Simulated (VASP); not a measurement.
**Al16Ga: single point with PBE+D3(BJ)**

System: Al16Ga, a slab with vacuum.

```
CELL_PARAMETERS angstrom
5.72757 0.00000 0.00000
0.00000 5.72757 0.00000
0.00000 0.00000 18.07500
ATOMIC_POSITIONS crystal
Al 0.25000 0.25000 0.05532
Al 0.75000 0.25000 0.05532
Al 0.25000 0.75000 0.05532
Al 0.75000 0.75000 0.05532
Al 0.99828 0.99825 0.16521
Al 0.50015 0.99849 0.16516
Al 0.99853 0.50012 0.16516
Al 0.50021 0.50018 0.16511
Al 0.24655 0.24638 0.28010
Al 0.74634 0.24715 0.27863
Al 0.24728 0.74617 0.27863
Al 0.74724 0.74712 0.27762
Al 0.99263 0.99243 0.38769
Al 0.49964 0.99205 0.38729
Al 0.99224 0.49948 0.38729
Al 0.49915 0.49898 0.38752
Ga 0.24576 0.24569 0.50115
```

```
Program             : VASP 6.6.1
Task                : single point
Functional          : PBE
Dispersion          : D3(BJ)
Potentials or basis : VASP PAW PBE potentials, release 64 (Al, Ga_d)
Cutoff              : 520 eV
k mesh              : 3 × 3 × 1
Occupations         : fermi-dirac, width 0.05 eV
Spin                : no spin polarisation
```

```yaml
Largest_force: 0.085 eV/Å
Band_gap_on_the_k_mesh: zero (an odd number of electrons rules out a gap without spin polarisation)
Dispersion_energy_per_atom: -0.244 eV
```

Forces in eV/Å, atoms in the order of the input:
```
Al  -0.004 -0.004  0.085
Al  -0.001 -0.006 -0.032
Al  -0.006 -0.001 -0.032
Al  -0.007 -0.007 -0.030
Al   0.003  0.002  0.000
Al  -0.009 -0.002 -0.001
Al  -0.002 -0.009 -0.001
Al  -0.007 -0.008  0.005
Al   0.002  0.003  0.009
Al   0.011 -0.003  0.007
Al  -0.003  0.012  0.007
Al   0.004  0.003  0.003
Al   0.015  0.016 -0.005
Al  -0.010  0.017  0.019
Al   0.017 -0.010  0.019
Al  -0.001 -0.002  0.017
Ga  -0.002 -0.002 -0.068
```

Levels at points of the mesh, in eV from the Fermi level:
```tsv
k point	band 26	band 27	band 28	band 29	band 30	band 31	band 32	band 33	band 34	band 35
(0.00, 0.00, 0.00)	-1.32	-1.30	-1.15	-1.13	-0.45	-0.45	-0.08	0.08	0.21	0.24
```

Run time: 3 min on 1 thread of Intel(R) Xeon(R) Platinum 8488C (Sapphire Rapids), on a shared host, peak memory 0.64 GiB.

Caveat: the k points lie up to 0.37 Å⁻¹ apart, too coarse for converged energies and pressures of a metal.
